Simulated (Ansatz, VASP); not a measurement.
## KMgF3 in VASP and in Ansatz

File INCAR:

```
ALGO = Normal
EDIFF = 1E-6
ENCUT = 520
ISIF = 2
ISMEAR = 0
LASPH = T
LCHARG = F
LREAL = F
LWAVE = F
NBANDS = 24
NELM = 80
PREC = Accurate
SIGMA = 0.01
```

Contents of KPOINTS:

```
k-points
0
Gamma
  6 6 6
```

File POSCAR:

```
KMgF3
1.0
    3.6396925474      0.0000000000      0.0000000000
    0.0000000000      3.6396925474      0.0000000000
    0.0000000000      0.0000000000      3.6396925474
K Mg F
1 1 3
Direct
    0.5000000000      0.5000000000      0.5000000000
    0.0000000000      0.0000000000      0.0000000000
    0.5000000000      0.0000000000      0.0000000000
    0.0000000000      0.5000000000      0.0000000000
    0.0000000000      0.0000000000      0.5000000000
```

Input for Ansatz:

```yaml
crystal:
  lattice:
    - [3.6396925474, 0.0, 0.0]
    - [0.0, 3.6396925474, 0.0]
    - [0.0, 0.0, 3.6396925474]
  atoms:
    - { symbol: K, position: [0.5, 0.5, 0.5] }
    - { symbol: Mg, position: [0.0, 0.0, 0.0] }
    - { symbol: F, position: [0.5, 0.0, 0.0] }
    - { symbol: F, position: [0.0, 0.5, 0.0] }
    - { symbol: F, position: [0.0, 0.0, 0.5] }
scf:
  occupations: { method: fixed }
output:
  forces: true
  stress: true
  eigenvalues: true
hamiltonian:
  xc: lda
basis:
  ecutwfc: 560
kpoints:
  mp_grid: { grid: [6, 6, 6] }
```

Alike in both runs: task single point; functional LDA; k mesh 6 × 6 × 6; no spin polarisation.

|  | VASP | Ansatz |
| --- | --- | --- |
| version | VASP 6.6.1 | Ansatz 0.2.0 |
| potentials or method | VASP PAW LDA potentials, release 64 (K_sv, Mg, F), cutoff 520 eV | scalar-relativistic, plane waves, PAW |
| occupations | gaussian, width 0.01 eV | fixed |
| valence electrons in the cell | 32 | 40 |

VASP gave:

```
gap on the k mesh at the Fermi level (eV) : 9.41
least direct gap on the mesh (eV)         : 9.68
```

Estimate Ansatz's values.

gap on the k mesh at the Fermi level (eV): 9.43; least direct gap on the mesh (eV): 9.71.

LDA's correlation is that of Perdew and Zunger in VASP and of Perdew and Wang (1992) in Ansatz. VASP's potentials hold 32 valence electrons a cell and Ansatz's 40, so a difference there can come from the potentials and not from the codes.
